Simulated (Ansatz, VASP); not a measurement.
# Mg4S: VASP beside Ansatz

The input INCAR:

```
SYSTEM = Mg4S
PREC = Accurate
ENCUT = 600
EDIFF = 1E-7
ISMEAR = 0
SIGMA = 0.2
LREAL = .FALSE.
LASPH = .TRUE.
NELM = 120
ALGO = Normal
ISIF = 3
LWAVE = .FALSE.
LCHARG = .FALSE.
GGA = PE
IBRION = 2
NSW = 36
EDIFFG = -0.08
GGA_COMPAT = .FALSE.
NELMIN = 4
```

The input KPOINTS:

```
Automatic mesh
0
G
  4 4 4
  0 0 0
```

Contents of POSCAR:

```
Mg4S
1.0
    4.6413982800      0.0000000000      0.0000000000
    0.0000000000      4.6413982800      0.0000000000
    0.0000000000      0.0000000000      4.6413982800
Mg S
4 1
Direct
    0.2500000000      0.2500000000      0.2500000000
    0.7500000000      0.7500000000      0.2500000000
    0.2500000000      0.7500000000      0.7500000000
    0.7500000000      0.2500000000      0.7500000000
    0.0000000000      0.0000000000      0.0000000000
```

Input for Ansatz:

```yaml
crystal:
  lattice:
    - [4.64139828, 0.0, 0.0]
    - [0.0, 4.64139828, 0.0]
    - [0.0, 0.0, 4.64139828]
  atoms:
    - { symbol: Mg, position: [0.25, 0.25, 0.25] }
    - { symbol: Mg, position: [0.75, 0.75, 0.25] }
    - { symbol: Mg, position: [0.25, 0.75, 0.75] }
    - { symbol: Mg, position: [0.75, 0.25, 0.75] }
    - { symbol: S, position: [0.0, 0.0, 0.0] }
basis:
  ecutwfc: 420
kpoints:
  mp_grid: { grid: [4, 4, 4] }
hamiltonian:
  xc: pbe
scf:
  occupations: { method: gaussian, width: 0.2 }
  lower_state_search: "off"
output:
  forces: true
  stress: true
  eigenvalues: true
relax:
  adjacent_minimum: "off"
  f_tol: 0.08
  max_steps: 16
  cell: { stress_tol: 0.8 }
```

Change from the starting cell: species swapped into the SnI4 type (P-43m, No. 215).

Alike in both runs: task relaxation of cell and atoms; functional PBE; k mesh 4 × 4 × 4; occupations gaussian, width 0.2 eV; no spin polarisation.

|  | VASP | Ansatz |
| --- | --- | --- |
| version | VASP 6.6.1 | Ansatz 0.2.0 |
| potentials or method | VASP PAW PBE potentials, release 64 (Mg, S), cutoff 600 eV | scalar-relativistic, plane waves, PAW |
| valence electrons in the cell | 14 | 46 |

Ansatz gave:

| Quantity | Value |
| --- | --- |
| gap on the k mesh at the Fermi level, each at its own relaxed structure (eV) | none |
| relaxed volume (Å³/atom) | 24.91 |
| relaxed length of the cell vector where the two differ most in proportion (Å) | 4.994 |

Question: What did VASP give for the same quantities?

Answer: gap on the k mesh at the Fermi level, each at its own relaxed structure (eV): none; relaxed volume (Å³/atom): 24.83; relaxed length of the cell vector where the two differ most in proportion (Å): 4.989.

A gap of «none» marks a metal or a gap that the smearing closes. VASP's potentials hold 14 valence electrons a cell and Ansatz's 46, so a difference there can come from the potentials and not from the codes.

Noted on VASP's run: the volume moved by over 15 % at a fixed basis, so the end points are rough.
